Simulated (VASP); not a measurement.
Te: relaxation of cell and atoms with PBE

The system is Te.

```xyz
3
Lattice="4.4769 0.0000 0.0000 -2.2385 3.8771 0.0000 0.0000 0.0000 5.9488" Properties=species:S:1:pos:R:3 pbc="T T T"
Te    3.2968    0.0000    1.9827
Te   -1.6484    2.8551    3.9656
Te    0.5901    1.0220    5.9486
```

```
Program                : VASP 6.6.1
Task                   : relaxation of cell and atoms
Functional             : PBE
Potentials or basis    : VASP PAW PBE potentials, release 64 (Te)
Cutoff                 : 600 eV
k mesh                 : 9 × 9 × 6
Occupations            : fermi-dirac, width 0.1 eV
Spin                   : no spin polarisation
Target pressure        : 20 GPa
Dipole correction      : no
Further INCAR settings : ALGO = Normal; EDIFF = 1e-06; IBRION = 2; EDIFFG = -0.03; NSW = 100; ISIF = 3
```

```
Relaxed volume                                             : 23.92 Å³/atom
Relaxed cell                                               : a = 3.558 Å, b = 3.558 Å, c = 6.545 Å, α = 89.99°, β = 90.00°, γ = 120.00°
Space group after relaxing (to 0.1 Å)                      : R-3m (No. 166)
Energy change on relaxing (the run minimises the enthalpy) : +489.7 meV/atom
Ionic steps                                                : 22
Pressure after relaxing                                    : 20.1 GPa
Largest force after relaxing                               : 0.006 eV/Å
Band gap on the k mesh                                     : zero (bands 9 and 10 overlap by 3.30 eV)
```

Forces in eV/Å, atoms in the order of the input:
```
Te  -0.006  0.000  0.000
Te   0.003 -0.005  0.000
Te   0.003  0.005  0.000
```

Step by step:
| step | energy change (eV) | largest force (eV/Å) | pressure (GPa) | volume (Å³) |
| --- | --- | --- | --- | --- |
| 1 | 0.0000 | 0.2433 | 1.36 | 103.26 |
| 2 | 11.4375 | 8.4485 | 128.37 | 54.23 |
| 3 | 0.8817 | 1.7025 | 16.59 | 84.82 |
| 4 | 1.0759 | 1.8982 | 19.02 | 83.05 |
| 5 | 1.1807 | 1.9986 | 20.29 | 82.18 |
| 6 | 1.2099 | 0.9826 | 21.64 | 77.78 |
| 7 | 1.5634 | 0.4101 | 25.60 | 73.36 |
| 8 | 1.7717 | 0.3281 | 27.96 | 71.48 |
| 9 | 0.6957 | 0.0094 | 10.16 | 80.05 |
| 10 | 1.0877 | 0.1250 | 17.87 | 75.65 |
| 11 | 1.0983 | 0.1281 | 18.05 | 75.56 |
| 12 | 1.1816 | 0.0763 | 18.51 | 74.55 |
| 13 | 1.5395 | 0.1028 | 20.48 | 71.25 |
| 14 | 1.4123 | 0.0545 | 19.71 | 72.24 |
| 15 | 1.4552 | 0.0740 | 19.90 | 71.89 |
| 16 | 1.4652 | 0.0780 | 20.01 | 71.81 |
| 17 | 1.4668 | 0.0625 | 19.95 | 71.79 |
| 18 | 1.4709 | 0.0335 | 19.83 | 71.75 |
| 19 | 1.5013 | 0.0194 | 20.35 | 71.51 |
| 20 | 1.4948 | 0.0224 | 20.24 | 71.56 |
| 21 | 1.4822 | 0.0090 | 20.16 | 71.66 |
| 22 | 1.4690 | 0.0057 | 20.06 | 71.76 |

Final structure:
```cif
data_structure
_symmetry_space_group_name_H-M 'P 1'
_symmetry_Int_Tables_number 1
_cell_length_a 3.5581
_cell_length_b 3.5584
_cell_length_c 6.5445
_cell_angle_alpha 89.990
_cell_angle_beta 90.000
_cell_angle_gamma 119.997
_cell_volume 71.76
loop_
_atom_site_label
_atom_site_type_symbol
_atom_site_fract_x
_atom_site_fract_y
_atom_site_fract_z
_atom_site_occupancy
Te1 Te 0.66706 0.00000 0.33330 1
Te2 Te 0.00000 0.66706 0.66663 1
Te3 Te 0.33294 0.33294 0.99997 1
```

Levels at points of the mesh, in eV from the Fermi level:
| k point | band 7 | band 8 | band 9 | band 10 | band 11 | band 12 |
| --- | --- | --- | --- | --- | --- | --- |
| (0.00, 0.00, 0.00) | -0.41 | -0.41 | -0.41 | 2.37 | 2.37 | 4.16 |
| (0.00, 0.00, 0.50) | 1.03 | 1.03 | 1.03 | 1.04 | 2.53 | 2.53 |

It took 52 min on 1 thread of Intel Xeon 8259CL, on a shared host, peak memory 0.39 GiB.

Caveat: the cell is relaxed towards a set pressure, so the run minimises the enthalpy, not the energy; the volume moved by over 15 % at a fixed basis, so the end points are rough; spin-orbit coupling is left out, which moves the levels of the heavy elements.
